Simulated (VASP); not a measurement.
A run of VASP 6.6.1 is set up as follows.

Contents of INCAR:

```
SYSTEM = BiClO
  PREC = Accurate
  ENCUT = 520
  EDIFF = 1E-6
  ISMEAR = -1
  SIGMA = 0.001
  LREAL = .FALSE.
  LASPH = .TRUE.
  NELM = 60
  ALGO = Normal
  ISIF = 2
  LWAVE = .FALSE.
  LCHARG = .FALSE.
  GGA = PE
  NBANDS = 37
```

The input KPOINTS:

```
Automatic mesh
0
G
  3 5 5
  0 0 0
```

File POSCAR:

```
BiClO
1.0
    6.4736340000      0.8508790000      0.8997070000
   -0.8849700000      4.1545750000      0.2231030000
    0.4289950000      0.3436580000      4.2950620000
Bi O Cl
2 2 2
Direct
    0.1292210000      0.9502550000      0.4474310000
    0.9089810000      0.4631050000      0.0764690000
    0.7051350000      0.8213200000      0.7432200000
    0.3065020000      0.4483740000      0.6374340000
    0.5819990000      0.9453220000      0.2937560000
    0.4414220000      0.4574900000      0.0832250000
```

Potentials or basis: VASP PAW PBE potentials, release 64 (Bi_d, O, Cl).

Launch:

```console
$ cat potpaw_PBE.64/Bi_d/POTCAR potpaw_PBE.64/O/POTCAR potpaw_PBE.64/Cl/POTCAR > POTCAR
$ mpirun -np 1 vasp_std > vasp.out
```

Predict the pressure.

4.4 GPa.

What does it give for the largest force?

2.625 eV/Å.

Estimate the band gap on the k mesh.

zero (band 28 reaches 6.09 eV, above the bottom of band 29 at 5.59 eV).

Forces on the atoms (eV/Å):
```
Bi   0.309  0.100  1.179
Bi  -0.337  0.303 -0.997
O    2.117  0.279 -0.978
O   -1.340 -0.513  0.294
Cl   1.536  0.443  1.640
Cl  -2.286 -0.612 -1.138
```

Caveat: spin-orbit coupling is left out, which moves the levels of the heavy elements.
